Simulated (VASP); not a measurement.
# MnSi (rocksalt type) (Fm-3m) in VASP: notebook

The runs below take MnSi (rocksalt type) through single point, with PBE.

All numbers are computed with VASP 6.6.1; they aren't measurements. Logs are shortened: lines on timing, memory, paths and dates and some standing lists are left out, and cuts for length are marked.

## (1) The cell of the first run

It takes space group Fm-3m (No. 225, cubic). Conventional cell: a = 4.780 Å, b = 4.780 Å, c = 4.780 Å, α = 90.00°, β = 90.00°, γ = 90.00°. Mn (site symmetry m-3m) has 6 Si at 2.39 Å within 3.2 Å. Within 3.2 Å of Si (site symmetry m-3m) lie 6 Mn at 2.39 Å.

## (2) Single point, PBE, collinear spin, ferromagnetic start (volume scaled by 0.96)

Contents of INCAR:

```
  ALGO = Normal
  EDIFF = 1E-6
  ENCUT = 520
  GGA = PE
  ISIF = 2
  ISMEAR = -1
  ISPIN = 2
  LASPH = T
  LCHARG = T
  LELF = T
  LMAXMIX = 4
  LORBIT = 11
  LREAL = F
  LVHAR = T
  LWAVE = F
  MAGMOM = 4 0
  NBANDS = 20
  NELM = 150
  PREC = Accurate
  SIGMA = 0.05
```

Contents of KPOINTS:

```
k-points
0
Gamma
  15 15 15
```

Contents of POSCAR:

```
MnSi
1.0
    0.0000000000      2.3897549226      2.3897549226
    2.3897549226      0.0000000000      2.3897549226
    2.3897549226      2.3897549226      0.0000000000
Mn Si
1 1
Direct
    0.0000000000      0.0000000000      0.0000000000
    0.5000000000      0.5000000000      0.5000000000
```

Potentials or basis: VASP PAW PBE potentials, release 64 (Mn_pv, Si).

The run is started by

```bash
$ cat potpaw_PBE.64/Mn_pv/POTCAR potpaw_PBE.64/Si/POTCAR > POTCAR
$ mpirun -np 1 vasp_std > vasp.out
```

OUTCAR:

```text
EDIFF = 1E-6
   ENCUT = 520
   GGA = PE
   ISIF = 2
   ISMEAR = -1
   ISPIN = 2
   LASPH = T
   LORBIT = 11
   LREAL = F
   NELM = 150
   PREC = Accurate

 ion  position               nearest neighbor table
   1  0.000  0.000  0.000-   2 2.39   2 2.39   2 2.39   2 2.39   2 2.39   2 2.39
   2  0.500  0.500  0.500-   1 2.39   1 2.39   1 2.39   1 2.39   1 2.39   1 2.39

  LATTYP: Found a face centered cubic cell.
 ALAT       =     4.7795098452

  Lattice vectors:

 A1 = (   0.0000000000,   2.3897549226,   2.3897549226)
 A2 = (   2.3897549226,   0.0000000000,   2.3897549226)
 A3 = (   2.3897549226,   2.3897549226,   0.0000000000)

Analysis of symmetry for initial positions (statically):
=====================================================================
 Subroutine PRICEL returns:
 Original cell was already a primitive cell.

 Routine SETGRP: Setting up the symmetry group for a
 face centered cubic supercell.

 Subroutine GETGRP returns: Found 48 space group operations
 (whereof 48 operations were pure point group operations)
 out of a pool of 48 trial point group operations.

The static configuration has the point symmetry O_h .

Analysis of symmetry for dynamics (positions and initial velocities):
=====================================================================
 Subroutine PRICEL returns:
 Original cell was already a primitive cell.

 Routine SETGRP: Setting up the symmetry group for a
 face centered cubic supercell.

 Subroutine GETGRP returns: Found 48 space group operations
 (whereof 48 operations were pure point group operations)
 out of a pool of 48 trial point group operations.

The dynamic configuration has the point symmetry O_h .

Analysis of structural, dynamic, and magnetic symmetry:
=====================================================================
 Subroutine PRICEL returns:
 Original cell was already a primitive cell.

 Routine SETGRP: Setting up the symmetry group for a
 face centered cubic supercell.

 Subroutine GETGRP returns: Found 48 space group operations
 (whereof 48 operations were pure point group operations)
 out of a pool of 48 trial point group operations.

The overall configuration has the point symmetry O_h .

 Subroutine INISYM returns: Found 48 space group operations
 (whereof 48 operations are pure point group operations),
 and found     1 'primitive' translations

----------------------------------------------------------------------------------------

                                     Primitive cell

  volume of cell :      27.2954

  direct lattice vectors                    reciprocal lattice vectors
     0.000000000  2.389754923  2.389754923    -0.209226476  0.209226476  0.209226476
     2.389754923  0.000000000  2.389754923     0.209226476 -0.209226476  0.209226476
     2.389754923  2.389754923  0.000000000     0.209226476  0.209226476 -0.209226476

  length of vectors
     3.379623822  3.379623822  3.379623822     0.362390886  0.362390886  0.362390886

  position of ions in fractional coordinates (direct lattice)
     0.000000000  0.000000000  0.000000000
     0.500000000  0.500000000  0.500000000

  ion indices of the primitive-cell ions
   primitive index   ion index
                 1           1
                 2           2

----------------------------------------------------------------------------------------

 KPOINTS: k-points

Automatic generation of k-mesh.
 Grid dimensions read from file:
 generate k-points for:   15   15   15

 Generating k-lattice:

  Cartesian coordinates                     Fractional coordinates (reciprocal lattice)
    -0.013948432  0.013948432  0.013948432     0.066666667  0.000000000  0.000000000
     0.013948432 -0.013948432  0.013948432     0.000000000  0.066666667  0.000000000
     0.013948432  0.013948432 -0.013948432     0.000000000  0.000000000  0.066666667

  Length of vectors
     0.024159392  0.024159392  0.024159392

  Shift w.r.t. Gamma in fractional coordinates (k-lattice)
     0.000000000  0.000000000  0.000000000

 Subroutine IBZKPT returns following result:
 ===========================================

 Found    120 irreducible k-points:

 Following reciprocal coordinates:
            Coordinates               Weight
  0.000000  0.000000  0.000000      1.000000
  0.066667  0.000000  0.000000      8.000000
  0.133333  0.000000  0.000000      8.000000
  0.200000  0.000000  0.000000      8.000000
  0.266667  0.000000  0.000000      8.000000
  0.333333  0.000000  0.000000      8.000000
[... 16 lines left out ...]
  0.133333  0.133333  0.000000      6.000000
  0.200000  0.133333  0.000000     24.000000
 [... further k-points ...]
   k-points           NKPTS =    120   k-points in BZ     NKDIM =    120   number of bands    NBANDS=     20
   number of dos      NEDOS =    301   number of ions     NIONS =      2
   total plane-waves  NPLWV =  21952
   dimension x,y,z NGX =    28 NGY =   28 NGZ =   28
   dimension x,y,z NGXF=    56 NGYF=   56 NGZF=   56
   ions per type =               1   1
   NGX,Y,Z   is equivalent  to a cutoff of  13.77, 13.77, 13.77 a.u.
   NGXF,Y,Z  is equivalent  to a cutoff of  27.55, 27.55, 27.55 a.u.
 SYSTEM =  unknown system
   PREC   = accura    normal or accurate (medium, high low for compatibility)
   ISTART =      0    job   : 0-new  1-cont  2-samecut
   ICHARG =      2    charge: 1-file 2-atom 10-const
   ISPIN  =      2    spin polarized calculation?
   LNONCOLLINEAR =      F non collinear calculations
   LSORBIT =      F    spin-orbit coupling
   LASPH  =      T    aspherical Exc in radial PAW
   ENCUT  =  520.0 eV  38.22 Ry    6.18 a.u.   6.28  6.28  6.28*2*pi/ulx,y,z
   NELM   =    150;   NELMIN=  2; NELMDL= -5     # of ELM steps
   EDIFF  = 0.1E-05   stopping-criterion for ELM
   LREAL  =      F    real-space projection
   EDIFFG = 0.1E-04   stopping-criterion for IOM
   NSW    =      0    number of steps for IOM
   IBRION =     -1    ionic relax: 0-MD 1-quasi-New 2-CG
   NFREE  =      0    steps in history (QN), initial steepest desc. (CG)
   ISIF   =      2    stress and relaxation
   ISYM   =      2    0-nonsym 1-usesym 2-fastsym
   POTIM  = 0.5000    time-step for ionic-motion
   TEBEG  =    0.0;   TEEND  =   0.0 temperature during run
   PSTRESS=    0.0 pullay stress
   NELECT =      17.0000    total number of electrons
   NUPDOWN=      -1.0000    fix difference up-down
   EMIN   =  10.00;   EMAX   =-10.00  energy-range for DOS
   EFERMI =   0.00;   METHOD = LEGACY
   ISMEAR =    -1;   SIGMA  =   0.05  broadening in eV -4-tet -1-fermi 0-gaus
   EFERMI_NEDOS =   21; number of points for ismear=-14 and -15
   IALGO  =     38    algorithm
   IMIX   =      4    mixing-type and parameters
     AMIX     =   0.40;   BMIX     =  1.00
     AMIX_MAG =   1.60;   BMIX_MAG =  1.00
  volume/ion in A,a.u.               =      13.65        92.10
  Fermi-wavevector in a.u.,A,eV,Ry     =   1.398066  2.641962 26.593804  1.954589
  Thomas-Fermi vector in A             =   2.521261
   LORBIT       =     11    0 simple, 1 ext, 2 COOP (PROOUT), +10 PAW based schemes
   GGA     = PE    functional components
   LHFCALC =     F    Hartree Fock is set to
   AEXX    =    0.0000 exact exchange contribution
   IVDW    =     0    specifies the selected vdW correction
   LEPSILON=     F    determine dielectric tensor
   LRPA    =     F    only Hartree local field effects (RPA)
 spin polarized calculation
  energy-cutoff  :      520.00
  volume of cell :       27.30
 maximum number of plane-waves:       751
 NGX is ok and might be reduce to    28
   NGX = 13   NGY = 13   NGZ = 13

 number of electron      17.0000005 magnetization       2.3471692

 Free energy of the ion-electron system (eV)
  ---------------------------------------------------
  ext. energy  EPLUGINS =         0.00000000
  ---------------------------------------------------
  free energy    TOTEN  =       -14.14120379 eV

  energy without entropy =      -14.13006780  energy(sigma->0) =      -14.13563580

 E-fermi :   9.2801     XC(G=0): -11.8869

 val. band max:        9.2769181857   @ k =   0.2667   0.0667   0.0000
 cond. band min:       9.2862030035   @ k =  -0.4000   0.4000   0.2000
 fundamental gap:      0.0092848178
 Fermi energy:         9.2800813077

 spin component 1

 k-point     1 :       0.0000    0.0000    0.0000
  band No.  band energies     occupation
      1     -39.9272      1.00000
      2     -39.9272      1.00000
      3     -39.9272      1.00000
      4      -2.5741      1.00000
      5       6.5976      1.00000
      6       6.5976      1.00000
[... 12 lines left out ...]
     19      24.1441      0.00000
     20      25.1675      0.00000

 k-point     2 :       0.0667    0.0000    0.0000
  band No.  band energies     occupation
      1     -39.9285      1.00000
      2     -39.9274      1.00000
      3     -39.9274      1.00000
      4      -2.4868      1.00000
      5       6.5384      1.00000
      6       6.6147      1.00000
[... 498 lines left out ...]
 k-point    24 :       0.2000    0.1333    0.0000
  band No.  band energies     occupation
      1     -39.9356      1.00000
      2     -39.9301      1.00000
      3     -39.9298      1.00000
      4      -1.8062      1.00000
      5       6.2136      1.00000
      6       6.2976      1.00000
[... 12 lines left out ...]
     19      24.3504      0.00000
     20      26.8917      0.00000

 [... further k-points ...]

 spin component 2

 k-point     1 :       0.0000    0.0000    0.0000
  band No.  band energies     occupation
      1     -37.3696      1.00000
      2     -37.3696      1.00000
      3     -37.3696      1.00000
      4      -2.5248      1.00000
      5       8.6051      1.00000
      6       8.6052      1.00000
[... 12 lines left out ...]
     19      24.5063      0.00000
     20      25.9941      0.00000

 k-point     2 :       0.0667    0.0000    0.0000
  band No.  band energies     occupation
      1     -37.3711      1.00000
      2     -37.3698      1.00000
      3     -37.3698      1.00000
      4      -2.4381      1.00000
      5       8.5147      1.00000
      6       8.5147      1.00000
[... 498 lines left out ...]
 k-point    24 :       0.2000    0.1333    0.0000
  band No.  band energies     occupation
      1     -37.3795      1.00000
      2     -37.3729      1.00000
      3     -37.3726      1.00000
      4      -1.7624      1.00000
      5       7.3828      1.00000
      6       8.1095      1.00000
[... 12 lines left out ...]
     19      24.4697      0.00000
     20      27.6803      0.00000

 [... further k-points ...]
[... 5 lines left out ...]
  --------------------------------------------------------------------------------------
  -------------------------------------------------------------------------------------
  Total        0.7114739      0.7114739      0.7114739      0.0000000      0.0000000      0.0000000
  in kB       41.7618253     41.7618253     41.7618253      0.0000000      0.0000000      0.0000000
  external PRESSURE =      41.7618253 kB  Pullay stress =       0.0000000 kB

 VOLUME and BASIS-vectors are now :
 -----------------------------------------------------------------------------
  energy-cutoff  :      520.00
  volume of cell :       27.30
      direct lattice vectors                 reciprocal lattice vectors
     0.000000000  2.389754923  2.389754923    -0.209226476  0.209226476  0.209226476
     2.389754923  0.000000000  2.389754923     0.209226476 -0.209226476  0.209226476
     2.389754923  2.389754923  0.000000000     0.209226476  0.209226476 -0.209226476

 POSITION                                       TOTAL-FORCE (eV/Angst)
 -----------------------------------------------------------------------------------
      0.00000      0.00000      0.00000         0.000000      0.000000      0.000000
      2.38975      2.38975      2.38975         0.000000      0.000000     -0.000000
 -----------------------------------------------------------------------------------
    total drift:                               -0.000000     -0.000000      0.000000

  FREE ENERGIE OF THE ION-ELECTRON SYSTEM (eV)
  ---------------------------------------------------
  free  energy   TOTEN  =       -14.1412037932 eV

  energy  without entropy=      -14.1300677994  energy(sigma->0) =      -14.13563580

 total charge

# of ion       s       p       d       tot
------------------------------------------
    1        0.326   6.271   5.256  11.853
    2        0.790   0.917   0.000   1.707
--------------------------------------------------
tot          1.116   7.188   5.256  13.560

 magnetization (x)

# of ion       s       p       d       tot
------------------------------------------
    1        0.053   0.008   2.387   2.447
    2       -0.022  -0.083   0.000  -0.105
--------------------------------------------------
tot          0.031  -0.075   2.387   2.342
```

Wall time 83 s (1 thread of Intel Xeon Platinum 8488C (Sapphire Rapids), shared host); peak memory 0.24 GiB.

What came out:

| Item | Value |
| --- | --- |
| Free energy | -14.1412 eV |
| Pressure | 4.2 GPa |
| Net moment | 2.35 μB per cell |
| Site moments | Mn +2.45; Si -0.10 μB |
| Valence electrons inside the program's atomic spheres | Mn 11.85; Si 1.71 |

Levels at points of the mesh, in eV from the Fermi level:
Spin up:
| k point | band 8 | band 9 | band 10 | band 11 | band 12 | band 13 |
| --- | --- | --- | --- | --- | --- | --- |
| (0.00, 0.00, 0.00) | -2.19 | -2.19 | 3.87 | 3.87 | 3.87 | 10.39 |
Spin down:
```tsv
k point	band 5	band 6	band 7	band 8	band 9	band 10
(0.00, 0.00, 0.00)	-0.67	-0.67	-0.49	-0.49	-0.49	3.75
```

(Part 1 of 2 ends here.)
